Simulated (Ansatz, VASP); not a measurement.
**Two plane-wave programs on Fe**

Contents of INCAR:

```
SYSTEM = Fe
  PREC = Accurate
  ENCUT = 600
  EDIFF = 1E-6
  ISMEAR = -1
  SIGMA = 0.1
  LREAL = .FALSE.
  LASPH = .TRUE.
  NELM = 60
  ALGO = Normal
  ISIF = 3
  LWAVE = .FALSE.
  LCHARG = .FALSE.
  GGA = RE
  IBRION = 2
  NSW = 80
  EDIFFG = -0.01
```

Contents of KPOINTS:

```
regular mesh
0
G
  15 15 15
  0 0 0
```

Contents of POSCAR:

```
Fe
1.0
   -1.4332500000      1.4332500000      1.4332500000
    1.4332500000     -1.4332500000      1.4332500000
    1.4332500000      1.4332500000     -1.4332500000
Fe
1
Direct
    0.0000000000      0.0000000000      0.0000000000
```

Input for Ansatz:

```yaml
crystal:
  lattice:
    - [-1.43325, 1.43325, 1.43325]
    - [1.43325, -1.43325, 1.43325]
    - [1.43325, 1.43325, -1.43325]
  atoms:
    - { symbol: Fe, position: [0.0, 0.0, 0.0] }
hamiltonian:
  xc: revpbe
  pseudopotentials:
    kind: paw
    azcp:
      Fe: "pseudopotentials/Fe.paw.azcp"
basis:
  ecutwfc: 420
  fft_grid_basis: typed
kpoints:
  mp_grid: { grid: [15, 15, 15], shift: [0, 0, 0] }
magnetization:
  spin_polarized: false
scf:
  occupations: { method: fermi_dirac, width: 0.1 }
relax:
  max_steps: 60
  f_tol: 0.01
  cell: {}
```

Alike in both runs: task relaxation of cell and atoms; functional revPBE; k mesh 15 × 15 × 15; occupations fermi-dirac, width 0.1 eV; no spin polarisation.

|  | VASP | Ansatz |
| --- | --- | --- |
| version | VASP 6.6.1 | Ansatz 0.2.0 |
| potentials or method | VASP PAW PBE potentials, release 64 (Fe), cutoff 600 eV | plane waves (420 eV) with PAW, scalar-relativistic |
| valence electrons in the cell | 8 | 16 |

```tsv
	VASP	Ansatz	Ansatz less VASP
relaxed volume (Å³/atom)	10.68	10.70	+0.018
relaxed cell length with the largest relative difference (Å)	2.403	2.404	+0.0014
```

VASP's potentials were made for PBE, not for revPBE. VASP's potentials hold 8 valence electrons a cell and Ansatz's 16, so a difference there can come from the potentials and not from the codes.
